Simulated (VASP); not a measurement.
Here is a VASP 6.6.1 calculation.

Contents of POSCAR:

```
Ni3Pt
1.0
    3.5252133641      0.0000000000      0.0000000000
    0.0000000000      3.5252133641      0.0000000000
    0.0000000000      0.0000000000      3.5252133641
Ni Pt
3 1
Direct
    0.5000000000      0.0000000000      0.5000000000
    0.0000000000      0.5000000000      0.5000000000
    0.5000000000      0.5000000000      0.0000000000
    0.0000000000      0.0000000000      0.0000000000
```

Contents of INCAR.step1:

```
PREC = Accurate
ENCUT = 520
ISMEAR = -1
SIGMA = 0.15
LREAL = F
LASPH = T
NELM = 150
ISPIN = 2
MAGMOM = 1.5 1.5 1.5 0
LMAXMIX = 4
NBANDS = 32
GGA = PE
ALGO = Normal
EDIFF = 1E-4
LWAVE = T
LCHARG = F
```

The input INCAR.step2:

```
PREC = Accurate
ENCUT = 520
EDIFF = 1E-6
ISMEAR = -1
SIGMA = 0.15
LREAL = F
LASPH = T
NELM = 150
ALGO = Normal
ISIF = 2
LWAVE = F
LCHARG = T
ISPIN = 2
MAGMOM = 1.5 1.5 1.5 0
LORBIT = 11
LMAXMIX = 4
METAGGA = R2SCAN
LMIXTAU = T
LELF = T
LVHAR = T
NBANDS = 32
ISTART = 1
```

The input KPOINTS:

```
regular mesh
0
Gamma
  6 6 6
```

Potentials or basis: VASP PAW PBE potentials, release 64 (Ni, Pt).

Launch:

```bash
$ cat potpaw_PBE.64/Ni/POTCAR potpaw_PBE.64/Pt/POTCAR > POTCAR
$ cp INCAR.step1 INCAR
$ mpirun -np 1 vasp_std > vasp.out
$ cp INCAR.step2 INCAR
$ mpirun -np 1 vasp_std > vasp.out
```

Task: Estimate the pressure.

Result: 23.5 GPa.

Task: Predict the net moment.

Result: 2.65 μB per cell.

Caveat: the cell stands under pressure; the PAW data sets were made with another functional, which shifts forces and pressure a little.
